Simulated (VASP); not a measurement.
# LiF in VASP: further runs

LiF is run at these levels: PBE; tasks: single point.

All numbers are computed with VASP 6.6.1; they aren't measurements. Logs are shortened: lines on timing, memory, paths and dates and some standing lists are left out, and cuts for length are marked.

## 1. The cell of the first run

The structure is cubic, space group Pm-3m (No. 221). The conventional cell has a = 2.624 Å, b = 2.624 Å, c = 2.624 Å, α = 90.00°, β = 90.00°, γ = 90.00°. Within 3.0 Å of Li (site symmetry m-3m) lie 8 F at 2.27 Å and 6 Li at 2.62 Å. Within 3.0 Å of F (site symmetry m-3m) lie 8 Li at 2.27 Å and 6 F at 2.62 Å.

## 2. Single point, PBE (strained)

Contents of INCAR:

```
SYSTEM = LiF
PREC = Accurate ; ENCUT = 520
EDIFF = 1E-7 ; ISMEAR = 0
SIGMA = 0.02 ; LREAL = .False.
LASPH = .True. ; NELM = 100
ALGO = Normal ; ISIF = 2
LWAVE = .False. ; LCHARG = .False.
GGA = PE ; NBANDS = 12
```

Contents of KPOINTS:

```
regular mesh
0
Gamma
  10 10 10
  0 0 0
```

Contents of POSCAR:

```
LiF
1.0
    2.6244427569      0.0000000000      0.0000000000
    0.0000000000      2.6244427569      0.0000000000
    0.0000000000      0.0000000000      2.6244427569
Li F
1 1
Direct
    0.0000000000      0.0000000000      0.0000000000
    0.5000000000      0.5000000000      0.5000000000
```

Potentials or basis: VASP PAW PBE potentials, release 64 (Li_sv, F).

The run is started by

```bash
$ cat potpaw_PBE.64/Li_sv/POTCAR potpaw_PBE.64/F/POTCAR > POTCAR
$ mpirun -np 1 vasp_std > vasp.out
```

OUTCAR:

```text
SYSTEM = LiF
   PREC = Accurate
   ENCUT = 520
   EDIFF = 1E-7
   ISMEAR = 0
   LREAL = .False.
   LASPH = .True.
   NELM = 100
   ISIF = 2
   GGA = PE

 ion  position               nearest neighbor table
   1  0.000  0.000  0.000-
   2  0.500  0.500  0.500-

  LATTYP: Found a simple cubic cell.
 ALAT       =     2.6244427569

  Lattice vectors:

 A1 = (   2.6244427569,   0.0000000000,   0.0000000000)
 A2 = (   0.0000000000,   2.6244427569,   0.0000000000)
 A3 = (   0.0000000000,   0.0000000000,   2.6244427569)

Analysis of symmetry for initial positions (statically):
=====================================================================
 Subroutine PRICEL returns:
 Original cell was already a primitive cell.

 Routine SETGRP: Setting up the symmetry group for a
 simple cubic supercell.

 Subroutine GETGRP returns: Found 48 space group operations
 (whereof 48 operations were pure point group operations)
 out of a pool of 48 trial point group operations.

The static configuration has the point symmetry O_h .

Analysis of symmetry for dynamics (positions and initial velocities):
=====================================================================
 Subroutine PRICEL returns:
 Original cell was already a primitive cell.

 Routine SETGRP: Setting up the symmetry group for a
 simple cubic supercell.

 Subroutine GETGRP returns: Found 48 space group operations
 (whereof 48 operations were pure point group operations)
 out of a pool of 48 trial point group operations.

The dynamic configuration has the point symmetry O_h .

 Subroutine INISYM returns: Found 48 space group operations
 (whereof 48 operations are pure point group operations),
 and found     1 'primitive' translations

----------------------------------------------------------------------------------------

                                     Primitive cell

  volume of cell :      18.0764

  direct lattice vectors                    reciprocal lattice vectors
     2.624442757  0.000000000  0.000000000     0.381033268  0.000000000  0.000000000
     0.000000000  2.624442757  0.000000000     0.000000000  0.381033268  0.000000000
     0.000000000  0.000000000  2.624442757     0.000000000  0.000000000  0.381033268

  length of vectors
     2.624442757  2.624442757  2.624442757     0.381033268  0.381033268  0.381033268

  position of ions in fractional coordinates (direct lattice)
     0.000000000  0.000000000  0.000000000
     0.500000000  0.500000000  0.500000000

  ion indices of the primitive-cell ions
   primitive index   ion index
                 1           1
                 2           2

----------------------------------------------------------------------------------------

 KPOINTS: regular mesh

Automatic generation of k-mesh.
 Grid dimensions read from file:
 generate k-points for:   10   10   10

 Generating k-lattice:

  Cartesian coordinates                     Fractional coordinates (reciprocal lattice)
     0.038103327  0.000000000  0.000000000     0.100000000  0.000000000  0.000000000
     0.000000000  0.038103327  0.000000000     0.000000000  0.100000000  0.000000000
     0.000000000  0.000000000  0.038103327     0.000000000  0.000000000  0.100000000

  Length of vectors
     0.038103327  0.038103327  0.038103327

  Shift w.r.t. Gamma in fractional coordinates (k-lattice)
     0.000000000  0.000000000  0.000000000

 Subroutine IBZKPT returns following result:
 ===========================================

 Found     56 irreducible k-points:

 Following reciprocal coordinates:
            Coordinates               Weight
  0.000000  0.000000  0.000000      1.000000
  0.100000  0.000000  0.000000      6.000000
  0.200000  0.000000  0.000000      6.000000
  0.300000  0.000000  0.000000      6.000000
  0.400000  0.000000  0.000000      6.000000
  0.500000  0.000000  0.000000      3.000000
[... 16 lines left out ...]
  0.200000  0.100000  0.100000     24.000000
  0.300000  0.100000  0.100000     24.000000
 [... further k-points ...]
   k-points           NKPTS =     56   k-points in BZ     NKDIM =     56   number of bands    NBANDS=     12
   number of dos      NEDOS =    301   number of ions     NIONS =      2
   total plane-waves  NPLWV =   8000
   dimension x,y,z NGX =    20 NGY =   20 NGZ =   20
   dimension x,y,z NGXF=    40 NGYF=   40 NGZF=   40
   ions per type =               1   1
   NGX,Y,Z   is equivalent  to a cutoff of  12.67, 12.67, 12.67 a.u.
   NGXF,Y,Z  is equivalent  to a cutoff of  25.34, 25.34, 25.34 a.u.
 SYSTEM =  LiF
   PREC   = accura    normal or accurate (medium, high low for compatibility)
   ISTART =      0    job   : 0-new  1-cont  2-samecut
   ICHARG =      2    charge: 1-file 2-atom 10-const
   ISPIN  =      1    spin polarized calculation?
   LNONCOLLINEAR =      F non collinear calculations
   LSORBIT =      F    spin-orbit coupling
   LASPH  =      T    aspherical Exc in radial PAW
   ENCUT  =  520.0 eV  38.22 Ry    6.18 a.u.   4.88  4.88  4.88*2*pi/ulx,y,z
   NELM   =    100;   NELMIN=  2; NELMDL= -5     # of ELM steps
   EDIFF  = 0.1E-06   stopping-criterion for ELM
   LREAL  =      F    real-space projection
   EDIFFG = 0.1E-05   stopping-criterion for IOM
   NSW    =      0    number of steps for IOM
   IBRION =     -1    ionic relax: 0-MD 1-quasi-New 2-CG
   NFREE  =      0    steps in history (QN), initial steepest desc. (CG)
   ISIF   =      2    stress and relaxation
   ISYM   =      2    0-nonsym 1-usesym 2-fastsym
   POTIM  = 0.5000    time-step for ionic-motion
   TEBEG  =    0.0;   TEEND  =   0.0 temperature during run
   PSTRESS=    0.0 pullay stress
   NELECT =      10.0000    total number of electrons
   NUPDOWN=      -1.0000    fix difference up-down
   EMIN   =  10.00;   EMAX   =-10.00  energy-range for DOS
   EFERMI =   0.00;   METHOD = LEGACY
   ISMEAR =     0;   SIGMA  =   0.02  broadening in eV -4-tet -1-fermi 0-gaus
   EFERMI_NEDOS =   21; number of points for ismear=-14 and -15
   IALGO  =     38    algorithm
   IMIX   =      4    mixing-type and parameters
     AMIX     =   0.40;   BMIX     =  1.00
     AMIX_MAG =   1.60;   BMIX_MAG =  1.00
  volume/ion in A,a.u.               =       9.04        60.99
  Fermi-wavevector in a.u.,A,eV,Ry     =   1.343913  2.539627 24.573501  1.806101
  Thomas-Fermi vector in A             =   2.471949
   LORBIT       =      0    0 simple, 1 ext, 2 COOP (PROOUT), +10 PAW based schemes
   GGA     = PE    functional components
   LHFCALC =     F    Hartree Fock is set to
   AEXX    =    0.0000 exact exchange contribution
   IVDW    =     0    specifies the selected vdW correction
   LEPSILON=     F    determine dielectric tensor
   LRPA    =     F    only Hartree local field effects (RPA)
 non-spin polarized calculation
 Gauss-broadening in eV      SIGMA  =   0.02
  energy-cutoff  :      520.00
  volume of cell :       18.08
 maximum number of plane-waves:       500
 NGX is ok and might be reduce to    20
   NGX =  9   NGY =  9   NGZ =  9

 number of electron      10.0000000 magnetization

 number of electron       9.9999981 magnetization

 Free energy of the ion-electron system (eV)
  ---------------------------------------------------
  ext. energy  EPLUGINS =         0.00000000
  ---------------------------------------------------
  free energy    TOTEN  =        -9.02988203 eV

  energy without entropy =       -9.02988203  energy(sigma->0) =       -9.02988203

 E-fermi :  -0.1511     XC(G=0):  -9.5765

 val. band max:       -0.4196370120   @ k =   0.5000   0.5000   0.0000
 cond. band min:       6.5144775032   @ k =   0.0000   0.0000   0.0000
 fundamental gap:      6.9341145152
 Fermi energy:        -0.1511324066

 k-point     1 :       0.0000    0.0000    0.0000
  band No.  band energies     occupation
      1     -43.3908      2.00000
      2     -20.9157      2.00000
      3      -1.0161      2.00000
      4      -1.0161      2.00000
      5      -1.0161      2.00000
      6       6.5145      0.00000
      7      17.9541      0.00000
      8      17.9541      0.00000
      9      19.6091      0.00000
     10      19.6091      0.00000
     11      19.6091      0.00000
     12      36.4977      0.00000

 k-point     2 :       0.1000    0.0000    0.0000
  band No.  band energies     occupation
      1     -43.3876      2.00000
      2     -20.8801      2.00000
      3      -1.3406      2.00000
      4      -0.9839      2.00000
      5      -0.9839      2.00000
      6       6.7581      0.00000
      7      16.4321      0.00000
      8      18.1714      0.00000
      9      19.5785      0.00000
     10      19.5785      0.00000
     11      21.6520      0.00000
     12      35.0725      0.00000

 k-point     3 :       0.2000    0.0000    0.0000
  band No.  band energies     occupation
      1     -43.3790      2.00000
      2     -20.7842      2.00000
      3      -2.1041      2.00000
      4      -0.8984      2.00000
      5      -0.8984      2.00000
      6       7.3084      0.00000
      7      14.8049      0.00000
      8      18.8230      0.00000
      9      19.4878      0.00000
     10      19.4878      0.00000
     11      24.8207      0.00000
     12      31.8986      0.00000
[... 286 lines left out ...]
 k-point    23 :       0.2000    0.1000    0.1000
  band No.  band energies     occupation
      1     -43.3727      2.00000
      2     -20.7100      2.00000
      3      -2.0411      2.00000
      4      -1.2303      2.00000
      5      -1.1271      2.00000
      6       7.8525      0.00000
      7      14.7588      0.00000
      8      16.4234      0.00000
      9      19.3776      0.00000
     10      22.5135      0.00000
     11      25.3093      0.00000
     12      29.9141      0.00000

 k-point    24 :       0.3000    0.1000    0.1000
  band No.  band energies     occupation
      1     -43.3624      2.00000
      2     -20.5858      2.00000
      3      -2.8573      2.00000
      4      -1.1413      2.00000
      5      -0.9998      2.00000
      6       8.4596      0.00000
      7      13.6069      0.00000
      8      16.7020      0.00000
      9      19.4294      0.00000
     10      22.6245      0.00000
     11      28.2003      0.00000
     12      28.2389      0.00000

 [... further k-points ...]

------------------------ aborting loop because EDIFF is reached ----------------------------------------

  FORCE on cell =-STRESS in cart. coord.  units (eV):
  Direction    XX          YY          ZZ          XY          YZ          ZX
  --------------------------------------------------------------------------------------
  -------------------------------------------------------------------------------------
  Total       -0.5371621     -0.5371621     -0.5371621     -0.0000000     -0.0000000      0.0000000
  in kB      -47.6107036    -47.6107036    -47.6107036     -0.0000000     -0.0000000      0.0000000
  external PRESSURE =     -47.6107036 kB  Pullay stress =       0.0000000 kB

 VOLUME and BASIS-vectors are now :
 -----------------------------------------------------------------------------
  energy-cutoff  :      520.00
  volume of cell :       18.08
      direct lattice vectors                 reciprocal lattice vectors
     2.624442757  0.000000000  0.000000000     0.381033268  0.000000000  0.000000000
     0.000000000  2.624442757  0.000000000     0.000000000  0.381033268  0.000000000
     0.000000000  0.000000000  2.624442757     0.000000000  0.000000000  0.381033268

 POSITION                                       TOTAL-FORCE (eV/Angst)
 -----------------------------------------------------------------------------------
      0.00000      0.00000      0.00000         0.000000      0.000000      0.000000
      1.31222      1.31222      1.31222         0.000000      0.000000      0.000000
 -----------------------------------------------------------------------------------
    total drift:                               -0.000000      0.000000      0.000000

  FREE ENERGIE OF THE ION-ELECTRON SYSTEM (eV)
  ---------------------------------------------------
  free  energy   TOTEN  =        -9.0298820278 eV

  energy  without entropy=       -9.0298820278  energy(sigma->0) =       -9.02988203
```

Wall time 13 s (1 thread of Intel Xeon 8259CL, shared host); peak memory 0.12 GiB.

Results:

```
Free energy            : -9.0299 eV
Band gap on the k mesh : 6.93 eV (least direct gap 7.53 eV)
```

Levels at points of the mesh, in eV from the valence-band top:
```tsv
k point	band 1	band 2	band 3	band 4	band 5	band 6	band 7	band 8	band 9	band 10
(0.00, 0.00, 0.00)	-42.97	-20.50	-0.60	-0.60	-0.60	6.93	18.37	18.37	20.03	20.03
(0.50, 0.00, 0.00)	-42.94	-20.10	-3.34	-0.25	-0.25	8.75	13.20	19.58	19.58	23.46
(0.50, 0.50, 0.00)	-42.91	-19.67	-2.91	-2.91	0.00	12.86	13.07	13.07	18.59	22.89
(0.50, 0.50, 0.50)	-42.88	-19.30	-2.02	-2.02	-2.02	10.92	10.92	10.92	23.03	23.03
```

Caveat: the cell differs from its parent crystal (strained); the cutoff is under 1.25 times the usual one of these potentials, so pressure, stress and relaxed cells hold a basis-set (Pulay) error. A k mesh can miss the band edges.

(Continued in part 2 of 2.)
